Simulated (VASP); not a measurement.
# NaF (I4/mmm) in VASP: settings compared

The runs below take NaF through single point, with PBE, r2SCAN.

All numbers are computed with VASP 6.6.1; they aren't measurements. Logs are shortened: lines on timing, memory, paths and dates and some standing lists are left out, and cuts for length are marked.

## 1. The cell of the first run

Symmetry: I4/mmm, No. 139, tetragonal system. Conventional cell: a = 3.346 Å, b = 3.346 Å, c = 4.545 Å, α = 90.00°, β = 90.00°, γ = 90.00°. Within 3.0 Å of Na (site symmetry 4/mmm) lie 6 F at 2.27 to 2.37 Å. F (site symmetry 4/mmm) has 6 Na at 2.27 to 2.37 Å within 3.0 Å.

## 2. Single point, PBE (epitaxial xy strain +3.0%)

Contents of INCAR:

```
SYSTEM = NaF
PREC     = Accurate       ! precision mode
ENCUT    = 520            ! plane-wave cutoff, eV
EDIFF    = 1E-7           ! SCF threshold, eV
ISMEAR   = -1             ! smearing method
SIGMA    = 0.02           ! smearing width, eV
LREAL    = .False.        ! projectors in reciprocal space
LASPH    = .True.         ! aspherical terms in the spheres
NELM     = 100            ! most SCF steps
ALGO     = Normal         ! electronic algorithm
ISIF     = 2              ! what is computed and relaxed
LWAVE    = .False.        ! write WAVECAR
LCHARG   = .False.        ! write CHGCAR
GGA      = PE             ! functional
NBANDS   = 14             ! bands
```

Contents of KPOINTS:

```
regular mesh
0
Gamma
  10 10 10
  0 0 0
```

Contents of POSCAR:

```
NaF
1.0
    0.0000000000      2.3660831267      2.2726349319
    2.3660831267      0.0000000000      2.2726349319
    2.3660831267      2.3660831267      0.0000000000
Na F
1 1
Direct
    0.0000000000      0.0000000000      0.0000000000
    0.5000000000      0.5000000000      0.5000000000
```

Potentials or basis: VASP PAW PBE potentials, release 64 (Na_pv, F).

Command:

```sh
cat potpaw_PBE.64/Na_pv/POTCAR potpaw_PBE.64/F/POTCAR > POTCAR
mpirun -np 1 vasp_std > vasp.out
```

OUTCAR:

```text
SYSTEM = NaF
   PREC = Accurate
   ENCUT = 520
   EDIFF = 1E-7
   ISMEAR = -1
   LREAL = .False.
   LASPH = .True.
   NELM = 100
   ISIF = 2
   GGA = PE

 ion  position               nearest neighbor table
   1  0.000  0.000  0.000-   2 2.27   2 2.27
   2  0.500  0.500  0.500-   1 2.27   1 2.27

  LATTYP: Found a body centered tetragonal cell.
 ALAT       =     3.3461468475
 C/A-ratio  =     1.3583593521

  Lattice vectors:

 A1 = (   0.0000000000,  -2.3660831267,  -2.2726349319)
 A2 = (   0.0000000000,   2.3660831267,  -2.2726349319)
 A3 = (   2.3660831267,   0.0000000000,   2.2726349319)

Analysis of symmetry for initial positions (statically):
=====================================================================
 Subroutine PRICEL returns:
 Original cell was already a primitive cell.

 Routine SETGRP: Setting up the symmetry group for a
 body centered tetragonal supercell.

 Subroutine GETGRP returns: Found 16 space group operations
 (whereof 16 operations were pure point group operations)
 out of a pool of 16 trial point group operations.

The static configuration has the point symmetry D_4h.

Analysis of symmetry for dynamics (positions and initial velocities):
=====================================================================
 Subroutine PRICEL returns:
 Original cell was already a primitive cell.

 Routine SETGRP: Setting up the symmetry group for a
 body centered tetragonal supercell.

 Subroutine GETGRP returns: Found 16 space group operations
 (whereof 16 operations were pure point group operations)
 out of a pool of 16 trial point group operations.

The dynamic configuration has the point symmetry D_4h.

 Subroutine INISYM returns: Found 16 space group operations
 (whereof 16 operations are pure point group operations),
 and found     1 'primitive' translations

----------------------------------------------------------------------------------------

                                     Primitive cell

  volume of cell :      25.4460

  direct lattice vectors                    reciprocal lattice vectors
     0.000000000  2.366083127  2.272634932    -0.211319710  0.211319710  0.220008939
     2.366083127  0.000000000  2.272634932     0.211319710 -0.211319710  0.220008939
     2.366083127  2.366083127  0.000000000     0.211319710  0.211319710 -0.220008939

  length of vectors
     3.280734506  3.280734506  3.346146847     0.371101028  0.371101028  0.371101028

  position of ions in fractional coordinates (direct lattice)
     0.000000000  0.000000000  0.000000000
     0.500000000  0.500000000  0.500000000

  ion indices of the primitive-cell ions
   primitive index   ion index
                 1           1
                 2           2

----------------------------------------------------------------------------------------

 KPOINTS: regular mesh

Automatic generation of k-mesh.
 Grid dimensions read from file:
 generate k-points for:   10   10   10

 Generating k-lattice:

  Cartesian coordinates                     Fractional coordinates (reciprocal lattice)
    -0.021131971  0.021131971  0.022000894     0.100000000  0.000000000  0.000000000
     0.021131971 -0.021131971  0.022000894     0.000000000  0.100000000  0.000000000
     0.021131971  0.021131971 -0.022000894     0.000000000  0.000000000  0.100000000

  Length of vectors
     0.037110103  0.037110103  0.037110103

  Shift w.r.t. Gamma in fractional coordinates (k-lattice)
     0.000000000  0.000000000  0.000000000

 Subroutine IBZKPT returns following result:
 ===========================================

 Found    102 irreducible k-points:

 Following reciprocal coordinates:
            Coordinates               Weight
  0.000000  0.000000  0.000000      1.000000
  0.100000 -0.000000  0.000000      8.000000
  0.200000 -0.000000  0.000000      8.000000
  0.300000  0.000000  0.000000      8.000000
  0.400000  0.000000  0.000000      8.000000
  0.500000 -0.000000  0.000000      4.000000
[... 16 lines left out ...]
  0.300000  0.300000  0.000000      2.000000
  0.400000  0.300000  0.000000      8.000000
 [... further k-points ...]
   k-points           NKPTS =    102   k-points in BZ     NKDIM =    102   number of bands    NBANDS=     14
   number of dos      NEDOS =    301   number of ions     NIONS =      2
   total plane-waves  NPLWV =  16128
   dimension x,y,z NGX =    24 NGY =   24 NGZ =   28
   dimension x,y,z NGXF=    48 NGYF=   48 NGZF=   56
   ions per type =               1   1
   NGX,Y,Z   is equivalent  to a cutoff of  12.16, 12.16, 13.91 a.u.
   NGXF,Y,Z  is equivalent  to a cutoff of  24.32, 24.32, 27.82 a.u.
 SYSTEM =  NaF
   PREC   = accura    normal or accurate (medium, high low for compatibility)
   ISTART =      0    job   : 0-new  1-cont  2-samecut
   ICHARG =      2    charge: 1-file 2-atom 10-const
   ISPIN  =      1    spin polarized calculation?
   LNONCOLLINEAR =      F non collinear calculations
   LSORBIT =      F    spin-orbit coupling
   LASPH  =      T    aspherical Exc in radial PAW
   ENCUT  =  520.0 eV  38.22 Ry    6.18 a.u.   6.10  6.10  6.22*2*pi/ulx,y,z
   NELM   =    100;   NELMIN=  2; NELMDL= -5     # of ELM steps
   EDIFF  = 0.1E-06   stopping-criterion for ELM
   LREAL  =      F    real-space projection
   EDIFFG = 0.1E-05   stopping-criterion for IOM
   NSW    =      0    number of steps for IOM
   IBRION =     -1    ionic relax: 0-MD 1-quasi-New 2-CG
   NFREE  =      0    steps in history (QN), initial steepest desc. (CG)
   ISIF   =      2    stress and relaxation
   ISYM   =      2    0-nonsym 1-usesym 2-fastsym
   POTIM  = 0.5000    time-step for ionic-motion
   TEBEG  =    0.0;   TEEND  =   0.0 temperature during run
   PSTRESS=    0.0 pullay stress
   NELECT =      14.0000    total number of electrons
   NUPDOWN=      -1.0000    fix difference up-down
   EMIN   =  10.00;   EMAX   =-10.00  energy-range for DOS
   EFERMI =   0.00;   METHOD = LEGACY
   ISMEAR =    -1;   SIGMA  =   0.02  broadening in eV -4-tet -1-fermi 0-gaus
   EFERMI_NEDOS =   21; number of points for ismear=-14 and -15
   IALGO  =     38    algorithm
   IMIX   =      4    mixing-type and parameters
     AMIX     =   0.40;   BMIX     =  1.00
     AMIX_MAG =   1.60;   BMIX_MAG =  1.00
  volume/ion in A,a.u.               =      12.72        85.86
  Fermi-wavevector in a.u.,A,eV,Ry     =   1.341460  2.534991 24.483875  1.799514
  Thomas-Fermi vector in A             =   2.469691
   LORBIT       =      0    0 simple, 1 ext, 2 COOP (PROOUT), +10 PAW based schemes
   GGA     = PE    functional components
   LHFCALC =     F    Hartree Fock is set to
   AEXX    =    0.0000 exact exchange contribution
   IVDW    =     0    specifies the selected vdW correction
   LEPSILON=     F    determine dielectric tensor
   LRPA    =     F    only Hartree local field effects (RPA)
 non-spin polarized calculation
  energy-cutoff  :      520.00
  volume of cell :       25.45
 maximum number of plane-waves:       700
   NGX = 13   NGY = 13   NGZ = 13

 number of electron      13.9999994 magnetization

 Free energy of the ion-electron system (eV)
  ---------------------------------------------------
  ext. energy  EPLUGINS =         0.00000000
  ---------------------------------------------------
  free energy    TOTEN  =        -8.56030912 eV

  energy without entropy =       -8.56030912  energy(sigma->0) =       -8.56030912

 E-fermi :  -1.7202     XC(G=0):  -9.0454

 val. band max:       -2.1798778876   @ k =   0.0000   0.0000   0.0000
 cond. band min:       3.9952163079   @ k =   0.0000   0.0000   0.0000
 fundamental gap:      6.1750941955
 Fermi energy:        -1.7202387794

 k-point     1 :       0.0000    0.0000    0.0000
  band No.  band energies     occupation
      1     -21.3196      2.00000
      2     -21.1949      2.00000
      3     -21.1949      2.00000
      4     -21.1808      2.00000
      5      -2.1848      2.00000
      6      -2.1799      2.00000
      7      -2.1799      2.00000
      8       3.9952      0.00000
      9      16.5572      0.00000
     10      16.5572      0.00000
     11      16.8320      0.00000
     12      19.4686      0.00000
     13      21.0327      0.00000
     14      22.1949      0.00000

 k-point     2 :       0.1000   -0.0000    0.0000
  band No.  band energies     occupation
      1     -21.4972      2.00000
      2     -21.1965      2.00000
      3     -21.1880      2.00000
      4     -20.9979      2.00000
      5      -2.3725      2.00000
      6      -2.2054      2.00000
      7      -2.2053      2.00000
      8       4.3473      0.00000
      9      15.3739      0.00000
     10      16.6936      0.00000
     11      16.8993      0.00000
     12      20.6534      0.00000
     13      20.8648      0.00000
     14      21.7081      0.00000

 k-point     3 :       0.2000   -0.0000    0.0000
  band No.  band energies     occupation
      1     -21.6947      2.00000
      2     -21.2005      2.00000
      3     -21.1899      2.00000
      4     -20.7670      2.00000
      5      -2.8117      2.00000
      6      -2.2714      2.00000
      7      -2.2633      2.00000
      8       5.2565      0.00000
      9      13.6204      0.00000
     10      17.0147      0.00000
     11      17.3146      0.00000
     12      20.0969      0.00000
     13      20.9639      0.00000
     14      21.9463      0.00000

 k-point     4 :       0.3000    0.0000    0.0000
  band No.  band energies     occupation
      1     -21.8469      2.00000
      2     -21.2056      2.00000
      3     -21.1922      2.00000
      4     -20.5729      2.00000
      5      -3.2733      2.00000
      6      -2.3517      2.00000
      7      -2.3340      2.00000
      8       6.4555      0.00000
      9      12.1032      0.00000
     10      17.2771      0.00000
     11      17.7792      0.00000
     12      19.8978      0.00000
     13      20.5675      0.00000
     14      21.7102      0.00000

 k-point     5 :       0.4000    0.0000    0.0000
  band No.  band energies     occupation
      1     -21.9422      2.00000
      2     -21.2096      2.00000
      3     -21.1941      2.00000
      4     -20.4436      2.00000
      5      -3.6032      2.00000
      6      -2.4156      2.00000
      7      -2.3904      2.00000
      8       7.6980      0.00000
      9      10.8309      0.00000
     10      17.3324      0.00000
     11      18.0302      0.00000
[... 276 lines left out ...]
 k-point    22 :      -0.2000    0.2000    0.0000
  band No.  band energies     occupation
      1     -21.7585      2.00000
      2     -21.2196      2.00000
      3     -21.2041      2.00000
      4     -20.6509      2.00000
      5      -3.1759      2.00000
      6      -2.5344      2.00000
      7      -2.3629      2.00000
      8       6.8345      0.00000
      9      12.4179      0.00000
     10      15.6519      0.00000
     11      18.2011      0.00000
     12      18.6821      0.00000
     13      20.2412      0.00000
     14      24.2557      0.00000

 k-point    23 :       0.3000    0.3000    0.0000
  band No.  band energies     occupation
      1     -21.7072      2.00000
      2     -21.2308      2.00000
      3     -21.2308      2.00000
      4     -20.6739      2.00000
      5      -3.2158      2.00000
      6      -2.4781      2.00000
      7      -2.4781      2.00000
      8       7.3115      0.00000
      9      11.9331      0.00000
     10      15.9243      0.00000
     11      16.8286      0.00000
     12      16.8286      0.00000
     13      23.3726      0.00000
     14      23.4232      0.00000

 k-point    24 :       0.4000    0.3000    0.0000
  band No.  band energies     occupation
      1     -21.6648      2.00000
      2     -21.2379      2.00000
      3     -21.2367      2.00000
      4     -20.7084      2.00000
      5      -3.3140      2.00000
      6      -2.5771      2.00000
      7      -2.5324      2.00000
      8       8.3366      0.00000
      9      11.3601      0.00000
     10      14.7073      0.00000
     11      16.9082      0.00000
     12      16.9388      0.00000
     13      23.0368      0.00000
     14      23.8415      0.00000

 [... further k-points ...]

------------------------ aborting loop because EDIFF is reached ----------------------------------------

  FORCE on cell =-STRESS in cart. coord.  units (eV):
  Direction    XX          YY          ZZ          XY          YZ          ZX
  --------------------------------------------------------------------------------------
  -------------------------------------------------------------------------------------
  Total       -0.0168830     -0.0168830      0.5303565      0.0000000      0.0000000     -0.0000000
  in kB       -1.0630201     -1.0630201     33.3932575      0.0000000      0.0000000     -0.0000000
  external PRESSURE =      10.4224058 kB  Pullay stress =       0.0000000 kB

 VOLUME and BASIS-vectors are now :
 -----------------------------------------------------------------------------
  energy-cutoff  :      520.00
  volume of cell :       25.45
      direct lattice vectors                 reciprocal lattice vectors
     0.000000000  2.366083127  2.272634932    -0.211319710  0.211319710  0.220008939
     2.366083127  0.000000000  2.272634932     0.211319710 -0.211319710  0.220008939
     2.366083127  2.366083127  0.000000000     0.211319710  0.211319710 -0.220008939

 POSITION                                       TOTAL-FORCE (eV/Angst)
 -----------------------------------------------------------------------------------
      0.00000      0.00000      0.00000         0.000000      0.000000     -0.000000
      2.36608      2.36608      2.27263         0.000000      0.000000      0.000000
 -----------------------------------------------------------------------------------
    total drift:                                0.000000     -0.000000      0.000000

  FREE ENERGIE OF THE ION-ELECTRON SYSTEM (eV)
  ---------------------------------------------------
  free  energy   TOTEN  =        -8.5603091174 eV

  energy  without entropy=       -8.5603091174  energy(sigma->0) =       -8.56030912
```

It took 19 s on 1 thread of AMD EPYC 9R45 (Zen 5), shared host; peak memory 0.12 GiB.

Results:

- Free energy: -8.5603 eV
- Pressure: 1.0 GPa
- Band gap on the k mesh: 6.18 eV

Stress tensor (GPa, compression positive):
```
-0.11  0.00  0.00
 0.00 -0.11  0.00
 0.00  0.00  3.34
```

Caveat: the cell differs from its parent crystal (epitaxial xy strain +3.0%).

## 3. Single point, r2SCAN (epitaxial xy strain +3.0%)

POSCAR is that of step 2.

Contents of INCAR.step1:

```
SYSTEM = NaF
PREC = Accurate
ENCUT = 520
ISMEAR = 0
SIGMA = 0.01
LREAL = .False.
LASPH = .True.
NELM = 100
NBANDS = 14
GGA = PE
ALGO = Normal
EDIFF = 1E-4
LWAVE = .True.
LCHARG = .False.
```

Contents of INCAR.step2:

```
SYSTEM = NaF
PREC = Accurate
ENCUT = 520
EDIFF = 1E-7
ISMEAR = 0
SIGMA = 0.01
LREAL = .False.
LASPH = .True.
NELM = 100
ALGO = Normal
ISIF = 2
LWAVE = .False.
LCHARG = .False.
METAGGA = R2SCAN
LMIXTAU = .True.
NBANDS = 14
ISTART = 1
```

Contents of KPOINTS:

```
Automatic mesh
0
Gamma
  10 10 10
  0 0 0
```

Potentials or basis: VASP PAW PBE potentials, release 64 (Na_pv, F).

Command:

```sh
cat potpaw_PBE.64/Na_pv/POTCAR potpaw_PBE.64/F/POTCAR > POTCAR
cp INCAR.step1 INCAR
mpirun -np 1 vasp_std > vasp.out
cp INCAR.step2 INCAR
mpirun -np 1 vasp_std > vasp.out
```

OUTCAR:

```text
SYSTEM = NaF
   PREC = Accurate
   ENCUT = 520
   EDIFF = 1E-7
   ISMEAR = 0
   LREAL = .False.
   LASPH = .True.
   NELM = 100
   ISIF = 2
   METAGGA = R2SCAN
   ISTART = 1

 ion  position               nearest neighbor table
   1  0.000  0.000  0.000-   2 2.27   2 2.27
   2  0.500  0.500  0.500-   1 2.27   1 2.27

  LATTYP: Found a body centered tetragonal cell.
 ALAT       =     3.3461468475
 C/A-ratio  =     1.3583593521

  Lattice vectors:

 A1 = (   0.0000000000,  -2.3660831267,  -2.2726349319)
[... 593 lines left out ...]

------------------------ aborting loop because EDIFF is reached ----------------------------------------

  FORCE on cell =-STRESS in cart. coord.  units (eV):
  Direction    XX          YY          ZZ          XY          YZ          ZX
  --------------------------------------------------------------------------------------
  -------------------------------------------------------------------------------------
  Total       -0.6145115     -0.6145115     -0.0999755      0.0000000      0.0000000     -0.0000000
  in kB      -38.6919795    -38.6919795     -6.2948371      0.0000000      0.0000000     -0.0000000
  external PRESSURE =     -27.8929320 kB  Pullay stress =       0.0000000 kB

 VOLUME and BASIS-vectors are now :
 -----------------------------------------------------------------------------
  energy-cutoff  :      520.00
  volume of cell :       25.45
      direct lattice vectors                 reciprocal lattice vectors
     0.000000000  2.366083127  2.272634932    -0.211319710  0.211319710  0.220008939
     2.366083127  0.000000000  2.272634932     0.211319710 -0.211319710  0.220008939
     2.366083127  2.366083127  0.000000000     0.211319710  0.211319710 -0.220008939

 POSITION                                       TOTAL-FORCE (eV/Angst)
 -----------------------------------------------------------------------------------
      0.00000      0.00000      0.00000         0.000000     -0.000000      0.000000
      2.36608      2.36608      2.27263        -0.000000      0.000000      0.000000
 -----------------------------------------------------------------------------------
    total drift:                                0.000000     -0.000000      0.000000

  FREE ENERGIE OF THE ION-ELECTRON SYSTEM (eV)
  ---------------------------------------------------
  free  energy   TOTEN  =       -12.5842846303 eV

  energy  without entropy=      -12.5842846303  energy(sigma->0) =      -12.58428463
```

OUTCAR.step1:

```text
SYSTEM = NaF
   PREC = Accurate
   ENCUT = 520
   ISMEAR = 0
   LREAL = .False.
   LASPH = .True.
[... 630 lines left out ...]
      0.00000      0.00000      0.00000         0.000000      0.000000      0.000000
      2.36608      2.36608      2.27263         0.000000     -0.000000      0.000000
 -----------------------------------------------------------------------------------
    total drift:                                0.000000     -0.000000      0.000000

  FREE ENERGIE OF THE ION-ELECTRON SYSTEM (eV)
  ---------------------------------------------------
  free  energy   TOTEN  =        -8.5603087734 eV

  energy  without entropy=       -8.5603087734  energy(sigma->0) =       -8.56030877
```

OSZICAR.step1:

```text
N       E                     dE             d eps       ncg     rms          rms(c)
DAV:   1     0.107895077766E+03    0.10790E+03   -0.77714E+03  2886   0.121E+03
DAV:   2    -0.393571630435E+01   -0.11183E+03   -0.10378E+03  3132   0.338E+02
DAV:   3    -0.941839408951E+01   -0.54827E+01   -0.54706E+01  3642   0.686E+01
DAV:   4    -0.946284841782E+01   -0.44454E-01   -0.44452E-01  3216   0.665E+00
DAV:   5    -0.946330412132E+01   -0.45570E-03   -0.45570E-03  3624   0.670E-01    0.543E+00
DAV:   6    -0.856874251089E+01    0.89456E+00   -0.31432E+00  3438   0.147E+01    0.184E+00
DAV:   7    -0.855825887374E+01    0.10484E-01   -0.29700E-02  2946   0.204E+00    0.106E+00
DAV:   8    -0.855972125535E+01   -0.14624E-02   -0.29681E-02  3042   0.347E+00    0.151E-01
DAV:   9    -0.856042259040E+01   -0.70134E-03   -0.42745E-03  3612   0.598E-01    0.127E-01
DAV:  10    -0.856031139158E+01    0.11120E-03   -0.81664E-04  3090   0.320E-01    0.151E-02
DAV:  11    -0.856030877344E+01    0.26181E-05   -0.28277E-05  1842   0.777E-02
   1 F= -.85603088E+01 E0= -.85603088E+01  d E =-.689219E-88
```

It took 89 s on 1 thread of AMD EPYC 9R45 (Zen 5), shared host; peak memory 0.13 GiB.

Results:

- Free energy: -12.5843 eV
- Pressure: -2.8 GPa
- Band gap on the k mesh: 7.04 eV

Stress tensor (GPa, compression positive):
```
-3.87  0.00  0.00
 0.00 -3.87  0.00
 0.00  0.00 -0.63
```

Caveat: the cell differs from its parent crystal (epitaxial xy strain +3.0%); the PAW data sets were made with another functional, which shifts forces and pressure a little. A k mesh can miss the band edges.
